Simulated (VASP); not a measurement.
# F (C2/m) in VASP: a series of runs

The runs below take F through single point, with PBEsol.

All numbers are computed with VASP 6.6.1; they aren't measurements. Logs are shortened: lines on timing, memory, paths and dates and some standing lists are left out, and cuts for length are marked.

### Step 1. The cell of the first run

The structure is monoclinic, space group C2/m (No. 12). The conventional cell has a = 6.161 Å, b = 3.530 Å, c = 7.437 Å, α = 90.00°, β = 112.50°, γ = 90.00°. Within 1.7 Å of F (site symmetry m) lie 1 F at 1.27 Å. Within 1.9 Å of F (site symmetry m) lie 1 F at 1.39 Å.

### Step 2. Single point, PBEsol (atoms shifted along a free coordinate)

File INCAR:

```
SYSTEM = F
ALGO     = Normal         ! electronic algorithm
EDIFF    = 1E-6           ! SCF threshold, eV
ENCUT    = 520            ! plane-wave cutoff, eV
GGA      = PS             ! functional
ISIF     = 2              ! what is computed and relaxed
ISMEAR   = 0              ! smearing method
LASPH    = .True.         ! aspherical terms in the spheres
LCHARG   = .False.        ! write CHGCAR
LREAL    = .False.        ! projectors in reciprocal space
LWAVE    = .False.        ! write WAVECAR
NBANDS   = 22             ! bands
NELM     = 80             ! most SCF steps
PREC     = Accurate       ! precision mode
SIGMA    = 0.05           ! smearing width, eV
```

File KPOINTS:

```
k-points
0
Gamma
  4 4 2
  0 0 0
```

File POSCAR:

```
F
1.0
    3.0712726503     -1.7651656529     -0.2368830422
    3.0712726503      1.7651656529     -0.2368830422
   -2.3093624171      0.0000000000      7.0690049337
F
4
Direct
    0.0848459664      0.0848459664      0.0820156542
    0.9151540336      0.9151540336      0.9179843458
    0.5015719855      0.5015719855      0.5937195244
    0.4984280145      0.4984280145      0.4062804756
```

Potentials or basis: VASP PAW PBE potentials, release 64 (F).

Launch:

```bash
$ cat potpaw_PBE.64/F/POTCAR > POTCAR
$ mpirun -np 1 vasp_std > vasp.out
```

OUTCAR:

```text
SYSTEM = F
   EDIFF = 1E-6
   ENCUT = 520
   GGA = PS
   ISIF = 2
   ISMEAR = 0
   LASPH = .True.
   LREAL = .False.
   NELM = 80
   PREC = Accurate

 ion  position               nearest neighbor table
   1  0.085  0.085  0.082-   2 1.27
   2  0.915  0.915  0.918-   1 1.27
   3  0.502  0.502  0.594-   4 1.39
   4  0.498  0.498  0.406-   3 1.39

  LATTYP: Found a base centered monoclinic cell.
 ALAT       =     6.1607886729
 B/A-ratio  =     0.5730323654
 C/A-ratio  =     1.2070962569
 COS(beta)  =    -0.3827161857

  Lattice vectors:

 A1 = (   3.0712726503,  -1.7651656529,  -0.2368830422)
 A2 = (   3.0712726503,   1.7651656529,  -0.2368830422)
 A3 = (  -2.3093624171,   0.0000000000,   7.0690049337)

Analysis of symmetry for initial positions (statically):
=====================================================================
 Subroutine PRICEL returns:
 Original cell was already a primitive cell.

 Routine SETGRP: Setting up the symmetry group for a
 base centered monoclinic supercell.

 Subroutine GETGRP returns: Found  4 space group operations
 (whereof  4 operations were pure point group operations)
 out of a pool of  4 trial point group operations.

The static configuration has the point symmetry C_2h.

Analysis of symmetry for dynamics (positions and initial velocities):
=====================================================================
 Subroutine PRICEL returns:
 Original cell was already a primitive cell.

 Routine SETGRP: Setting up the symmetry group for a
 base centered monoclinic supercell.

 Subroutine GETGRP returns: Found  4 space group operations
 (whereof  4 operations were pure point group operations)
 out of a pool of  4 trial point group operations.

The dynamic configuration has the point symmetry C_2h.

 Subroutine INISYM returns: Found  4 space group operations
 (whereof  4 operations are pure point group operations),
 and found     1 'primitive' translations

----------------------------------------------------------------------------------------

                                     Primitive cell

  volume of cell :      74.7152

  direct lattice vectors                    reciprocal lattice vectors
     3.071272650 -1.765165653 -0.236883042     0.167007044 -0.283259534  0.054559276
     3.071272650  1.765165653 -0.236883042     0.167007044  0.283259534  0.054559276
    -2.309362417  0.000000000  7.069004934     0.011192845  0.000000000  0.145119199

  length of vectors
     3.550301262  3.550301262  7.436664946     0.333322713  0.333322713  0.145550203

  position of ions in fractional coordinates (direct lattice)
     0.084845966  0.084845966  0.082015654
     0.915154034  0.915154034  0.917984346
     0.501571986  0.501571986  0.593719524
     0.498428014  0.498428014  0.406280476

  ion indices of the primitive-cell ions
   primitive index   ion index
                 1           1
                 2           2
                 3           3
                 4           4

----------------------------------------------------------------------------------------

 KPOINTS: k-points

Automatic generation of k-mesh.
 Grid dimensions read from file:
 generate k-points for:    4    4    2

 Generating k-lattice:

  Cartesian coordinates                     Fractional coordinates (reciprocal lattice)
     0.041751761 -0.070814883  0.013639819     0.250000000 -0.000000000  0.000000000
     0.041751761  0.070814883  0.013639819    -0.000000000  0.250000000  0.000000000
     0.005596422  0.000000000  0.072559600     0.000000000  0.000000000  0.500000000

  Length of vectors
     0.083330678  0.083330678  0.072775102

  Shift w.r.t. Gamma in fractional coordinates (k-lattice)
     0.000000000  0.000000000  0.000000000

 Subroutine IBZKPT returns following result:
 ===========================================

 Found     14 irreducible k-points:

 Following reciprocal coordinates:
            Coordinates               Weight
  0.000000  0.000000  0.000000      1.000000
  0.250000 -0.000000 -0.000000      4.000000
  0.500000 -0.000000 -0.000000      2.000000
  0.250000  0.250000 -0.000000      2.000000
  0.500000  0.250000 -0.000000      4.000000
 -0.250000  0.250000  0.000000      2.000000
  0.500000  0.500000 -0.000000      1.000000
  0.000000  0.000000  0.500000      1.000000
  0.250000 -0.000000  0.500000      4.000000
  0.500000  0.000000  0.500000      2.000000
  0.250000  0.250000  0.500000      2.000000
  0.500000  0.250000  0.500000      4.000000
 -0.250000  0.250000  0.500000      2.000000
  0.500000  0.500000  0.500000      1.000000
   k-points           NKPTS =     14   k-points in BZ     NKDIM =     14   number of bands    NBANDS=     22
   number of dos      NEDOS =    301   number of ions     NIONS =      4
   total plane-waves  NPLWV =  43904
   dimension x,y,z NGX =    28 NGY =   28 NGZ =   56
   dimension x,y,z NGXF=    56 NGYF=   56 NGZF=  112
   ions per type =               4
   NGX,Y,Z   is equivalent  to a cutoff of  13.11, 13.11, 12.52 a.u.
   NGXF,Y,Z  is equivalent  to a cutoff of  26.22, 26.22, 25.04 a.u.
 SYSTEM =  F
   PREC   = accura    normal or accurate (medium, high low for compatibility)
   ISTART =      0    job   : 0-new  1-cont  2-samecut
   ICHARG =      2    charge: 1-file 2-atom 10-const
   ISPIN  =      1    spin polarized calculation?
   LNONCOLLINEAR =      F non collinear calculations
   LSORBIT =      F    spin-orbit coupling
   LASPH  =      T    aspherical Exc in radial PAW
   ENCUT  =  520.0 eV  38.22 Ry    6.18 a.u.   6.60  6.60 13.83*2*pi/ulx,y,z
   NELM   =     80;   NELMIN=  2; NELMDL= -5     # of ELM steps
   EDIFF  = 0.1E-05   stopping-criterion for ELM
   LREAL  =      F    real-space projection
   EDIFFG = 0.1E-04   stopping-criterion for IOM
   NSW    =      0    number of steps for IOM
   IBRION =     -1    ionic relax: 0-MD 1-quasi-New 2-CG
   NFREE  =      0    steps in history (QN), initial steepest desc. (CG)
   ISIF   =      2    stress and relaxation
   ISYM   =      2    0-nonsym 1-usesym 2-fastsym
   POTIM  = 0.5000    time-step for ionic-motion
   TEBEG  =    0.0;   TEEND  =   0.0 temperature during run
   PSTRESS=    0.0 pullay stress
   NELECT =      28.0000    total number of electrons
   NUPDOWN=      -1.0000    fix difference up-down
   EMIN   =  10.00;   EMAX   =-10.00  energy-range for DOS
   EFERMI =   0.00;   METHOD = LEGACY
   ISMEAR =     0;   SIGMA  =   0.05  broadening in eV -4-tet -1-fermi 0-gaus
   EFERMI_NEDOS =   21; number of points for ismear=-14 and -15
   IALGO  =     38    algorithm
   IMIX   =      4    mixing-type and parameters
     AMIX     =   0.40;   BMIX     =  1.00
     AMIX_MAG =   1.60;   BMIX_MAG =  1.00
  volume/ion in A,a.u.               =      18.68       126.05
  Fermi-wavevector in a.u.,A,eV,Ry     =   1.180297  2.230437 18.954280  1.393100
  Thomas-Fermi vector in A             =   2.316592
   LORBIT       =      0    0 simple, 1 ext, 2 COOP (PROOUT), +10 PAW based schemes
   GGA     = PS    functional components
   LHFCALC =     F    Hartree Fock is set to
   AEXX    =    0.0000 exact exchange contribution
   IVDW    =     0    specifies the selected vdW correction
   LEPSILON=     F    determine dielectric tensor
   LRPA    =     F    only Hartree local field effects (RPA)
 non-spin polarized calculation
 Gauss-broadening in eV      SIGMA  =   0.05
  energy-cutoff  :      520.00
  volume of cell :       74.72
 maximum number of plane-waves:      2036
 NGX is ok and might be reduce to    28
   NGX = 13   NGY = 13   NGZ = 27

 number of electron      28.0000013 magnetization

 Free energy of the ion-electron system (eV)
  ---------------------------------------------------
  ext. energy  EPLUGINS =         0.00000000
  ---------------------------------------------------
  free energy    TOTEN  =        -7.25229513 eV

  energy without entropy =       -7.25229513  energy(sigma->0) =       -7.25229513

 E-fermi :  -4.8318     XC(G=0):  -6.8167

 val. band max:       -5.1225590473   @ k =   0.5000   0.5000  -0.0000
 cond. band min:      -2.0837779167   @ k =   0.0000   0.0000   0.0000
 fundamental gap:      3.0387811306
 Fermi energy:        -4.8318171843

 k-point     1 :       0.0000    0.0000    0.0000
  band No.  band energies     occupation
      1     -33.0640      2.00000
      2     -30.8750      2.00000
      3     -23.9204      2.00000
      4     -22.9983      2.00000
      5     -12.7482      2.00000
      6     -11.9586      2.00000
[... 14 lines left out ...]
     21      13.6768      0.00000
     22      14.5723      0.00000

 k-point     2 :       0.2500   -0.0000   -0.0000
  band No.  band energies     occupation
      1     -33.0497      2.00000
      2     -30.8576      2.00000
      3     -23.9027      2.00000
      4     -23.0006      2.00000
      5     -12.6758      2.00000
      6     -12.0050      2.00000
[... 14 lines left out ...]
     21      11.5029      0.00000
     22      13.2285      0.00000

 k-point     3 :       0.5000   -0.0000   -0.0000
  band No.  band energies     occupation
      1     -33.0353      2.00000
      2     -30.8402      2.00000
      3     -23.8851      2.00000
      4     -23.0031      2.00000
      5     -12.5829      2.00000
      6     -12.0682      2.00000
[... 14 lines left out ...]
     21      10.4304      0.00000
     22      10.5908      0.00000
[... 226 lines left out ...]
 k-point    13 :      -0.2500    0.2500    0.5000
  band No.  band energies     occupation
      1     -33.0354      2.00000
      2     -30.8403      2.00000
      3     -23.8853      2.00000
      4     -23.0032      2.00000
      5     -12.5833      2.00000
      6     -12.0607      2.00000
[... 14 lines left out ...]
     21      10.7007      0.00000
     22      10.7776      0.00000

 k-point    14 :       0.5000    0.5000    0.5000
  band No.  band energies     occupation
      1     -33.0317      2.00000
      2     -30.8368      2.00000
      3     -23.8986      2.00000
      4     -23.0275      2.00000
      5     -12.5939      2.00000
      6     -12.0934      2.00000
[... 14 lines left out ...]
     21       9.1978      0.00000
     22       9.5109      0.00000

------------------------ aborting loop because EDIFF is reached ----------------------------------------

  FORCE on cell =-STRESS in cart. coord.  units (eV):
  Direction    XX          YY          ZZ          XY          YZ          ZX
  --------------------------------------------------------------------------------------
  -------------------------------------------------------------------------------------
  Total        2.8921698     -0.2451704      8.9391422      0.0000000      0.0000000      4.4908582
  in kB       62.0190923     -5.2573828    191.6891202      0.0000000      0.0000000     96.3010357
  external PRESSURE =      82.8169432 kB  Pullay stress =       0.0000000 kB

 VOLUME and BASIS-vectors are now :
 -----------------------------------------------------------------------------
  energy-cutoff  :      520.00
  volume of cell :       74.72
      direct lattice vectors                 reciprocal lattice vectors
     3.071272650 -1.765165653 -0.236883042     0.167007044 -0.283259534  0.054559276
     3.071272650  1.765165653 -0.236883042     0.167007044  0.283259534  0.054559276
    -2.309362417  0.000000000  7.069004934     0.011192845  0.000000000  0.145119199

 POSITION                                       TOTAL-FORCE (eV/Angst)
 -----------------------------------------------------------------------------------
      0.33177      0.00000      0.53957         4.446329      0.000000      7.295834
      3.50142      0.00000      6.05567        -4.446329      0.000000     -7.295834
      1.70982      0.00000      3.95938        -0.311442      0.000000      0.909757
      2.12337      0.00000      2.63586         0.311442      0.000000     -0.909757
 -----------------------------------------------------------------------------------
    total drift:                                0.000000      0.000000     -0.000000

  FREE ENERGIE OF THE ION-ELECTRON SYSTEM (eV)
  ---------------------------------------------------
  free  energy   TOTEN  =        -7.2522951269 eV

  energy  without entropy=       -7.2522951269  energy(sigma->0) =       -7.25229513
```

It took 55 s on 1 thread of AMD EPYC, shared host; peak memory 0.16 GiB.

Results:

```yaml
Free_energy: -7.2523 eV
Pressure: 8.3 GPa
Largest_force: 8.544 eV/Å
Band_gap_on_the_k_mesh: 3.04 eV (least direct gap 3.09 eV)
```

Forces in eV/Å, atoms in the order of the input:
```
F    4.446  0.000  7.296
F   -4.446  0.000 -7.296
F   -0.311  0.000  0.910
F    0.311  0.000 -0.910
```

Caveat: the k points lie up to 0.52 Å⁻¹ apart; the cell differs from its parent crystal (atoms shifted along a free coordinate); this functional lacks dispersion, which holds the molecules together, so the pressure and a relaxed volume are unreliable; the PAW data sets were made with another functional, which shifts forces and pressure a little. A k mesh can miss the band edges.

### Step 3. Single point, PBEsol (atoms shifted along a free coordinate)

File INCAR:

```
  PREC = Accurate
  ENCUT = 520
  EDIFF = 1E-6
  ISMEAR = 0
  SIGMA = 0.05
  LREAL = False
  LASPH = True
  NELM = 80
  ALGO = Normal
  ISIF = 2
  LWAVE = False
  LCHARG = True
  GGA = PS
  LELF = True
  LVHAR = True
  NBANDS = 22
```

File KPOINTS:

```
regular mesh
0
Gamma
  4 4 2
```

Edit POSCAR of step 2 so:

```diff
@@ -8,4 +8,4 @@
 Direct
-    0.0848459664      0.0848459664      0.0820156542
-    0.9151540336      0.9151540336      0.9179843458
+    0.0848459664      0.0848459664      0.0979998919
+    0.9151540336      0.9151540336      0.9020001081
     0.5015719855      0.5015719855      0.5937195244
```

Potentials or basis: VASP PAW PBE potentials, release 64 (F).

Launch:

```bash
$ cat potpaw_PBE.64/F/POTCAR > POTCAR
$ mpirun -np 1 vasp_std > vasp.out
```

Wall time 76 s (1 thread of AMD EPYC, shared host); peak memory 0.15 GiB.

The run converged. Its results:

```yaml
Free_energy: -7.7833 eV
Pressure: -0.1 GPa
Largest_force: 0.972 eV/Å
Band_gap_on_the_k_mesh: 2.81 eV (least direct gap 2.92 eV)
```

Forces on the atoms (eV/Å):
```
F   -0.230  0.000 -0.547
F    0.230  0.000  0.547
F   -0.280  0.000  0.931
F    0.280  0.000 -0.931
```

Stress tensor (GPa, compression positive):
```
-0.58  0.00 -1.52
 0.00 -0.50  0.00
-1.52  0.00  0.67
```

Levels at points of the mesh, in eV from the valence-band top:
```
           k point  band 10  band 11  band 12  band 13  band 14  band 15  band 16  band 17  band 18  band 19
(0.00, 0.00, 0.00)    -3.27    -0.34    -0.16    -0.11    -0.11     2.81     3.76     8.69    11.14    12.19
(0.50, 0.00, 0.00)    -3.37    -0.36    -0.34    -0.25    -0.22     3.09     3.64    12.62    12.81    14.32
(0.50, 0.50, 0.00)    -3.36    -0.36    -0.30    -0.20     0.00     3.05     3.62    12.90    13.15    13.38
(0.00, 0.00, 0.50)    -3.27    -0.26    -0.22    -0.14    -0.13     2.99     3.54     9.52     9.59    14.81
(0.50, 0.00, 0.50)    -3.35    -0.50    -0.35    -0.20    -0.07     3.01     3.69    12.56    13.40    13.59
(0.50, 0.50, 0.50)    -3.39    -0.34    -0.33    -0.16    -0.13     3.09     3.63    12.56    12.71    14.83
```

Caveat: the k points lie up to 0.52 Å⁻¹ apart; the cell differs from its parent crystal (atoms shifted along a free coordinate); this functional lacks dispersion, which holds the molecules together, so the pressure and a relaxed volume are unreliable; the PAW data sets were made with another functional, which shifts forces and pressure a little.

### Step 4. Single point, PBEsol (atoms shifted along a free coordinate)

File INCAR:

```
SYSTEM = F
  ALGO = Normal
  EDIFF = 1E-7
  ENCUT = 520
  GGA = PS
  ISIF = 2
  ISMEAR = 0
  LASPH = .TRUE.
  LCHARG = .FALSE.
  LREAL = .FALSE.
  LWAVE = .FALSE.
  NBANDS = 22
  NELM = 80
  PREC = Accurate
  SIGMA = 0.05
```

File KPOINTS:

```
k-points
0
G
  4 4 2
  0 0 0
```

Edit POSCAR of step 3 so:

```diff
@@ -8,4 +8,4 @@
 Direct
-    0.0848459664      0.0848459664      0.0979998919
-    0.9151540336      0.9151540336      0.9020001081
+    0.0848459664      0.0848459664      0.0940038325
+    0.9151540336      0.9151540336      0.9059961675
     0.5015719855      0.5015719855      0.5937195244
```

Launch:

```bash
$ cat potpaw_PBE.64/F/POTCAR > POTCAR
$ mpirun -np 1 vasp_std > vasp.out
```

Run time: 72 s. Hardware: 1 thread of AMD EPYC, shared host; peak memory 0.16 GiB.

Results (log left out):

```yaml
Free_energy: -7.7771 eV
Pressure: 1.5 GPa
Largest_force: 0.971 eV/Å
Band_gap_on_the_k_mesh: 3.15 eV (least direct gap 3.24 eV)
```

Forces on the atoms (eV/Å):
```
F    0.427  0.000  0.872
F   -0.427  0.000 -0.872
F   -0.291  0.000  0.926
F    0.291  0.000 -0.926
```

Stress tensor (GPa, compression positive):
```
 0.34  0.00  0.34
 0.00 -0.51  0.00
 0.34  0.00  4.59
```

Levels at points of the mesh, in eV from the valence-band top:
| k point | band 10 | band 11 | band 12 | band 13 | band 14 | band 15 | band 16 | band 17 | band 18 | band 19 |
| --- | --- | --- | --- | --- | --- | --- | --- | --- | --- | --- |
| (0.00, 0.00, 0.00) | -3.63 | -0.34 | -0.18 | -0.12 | -0.09 | 3.15 | 3.95 | 8.60 | 11.05 | 12.10 |
| (0.50, 0.00, 0.00) | -3.72 | -0.38 | -0.31 | -0.30 | -0.18 | 3.59 | 3.67 | 12.53 | 12.68 | 14.22 |
| (0.50, 0.50, 0.00) | -3.69 | -0.35 | -0.29 | -0.20 | 0.00 | 3.53 | 3.66 | 12.81 | 13.07 | 13.22 |
| (0.00, 0.00, 0.50) | -3.63 | -0.30 | -0.19 | -0.18 | -0.10 | 3.49 | 3.57 | 9.46 | 9.48 | 14.72 |
| (0.50, 0.00, 0.50) | -3.69 | -0.50 | -0.34 | -0.21 | -0.07 | 3.41 | 3.83 | 12.44 | 13.29 | 13.50 |
| (0.50, 0.50, 0.50) | -3.75 | -0.38 | -0.27 | -0.18 | -0.10 | 3.58 | 3.67 | 12.46 | 12.60 | 14.66 |

Caveat: the k points lie up to 0.52 Å⁻¹ apart; the cell differs from its parent crystal (atoms shifted along a free coordinate); this functional lacks dispersion, which holds the molecules together, so the pressure and a relaxed volume are unreliable; the PAW data sets were made with another functional, which shifts forces and pressure a little.

### Step 5. Summary

| cell | gap on the mesh (eV) | pressure (GPa) | largest force (eV/Å) |
| --- | --- | --- | --- |
| as given, atomic positions A | 3.04 | 8.3 | 8.54 |
| as given, atomic positions B | 2.81 | -0.1 | 0.97 |
| as given, atomic positions C | 3.15 | 1.5 | 0.97 |

Alike in all rows: task single point; level PBEsol; potentials or basis VASP PAW PBE potentials, release 64 (F); no spin polarisation; k mesh 4 × 4 × 2; cutoff (eV) 520; smearing gaussian 0.05 eV.

Caveats: all runs use coarse meshes; this functional lacks dispersion, which holds the molecules together, so the pressure and a relaxed volume are unreliable; the PAW data sets were made with another functional, which shifts forces and pressure a little.

Absolute energies hang on the potentials; compare differences alone.
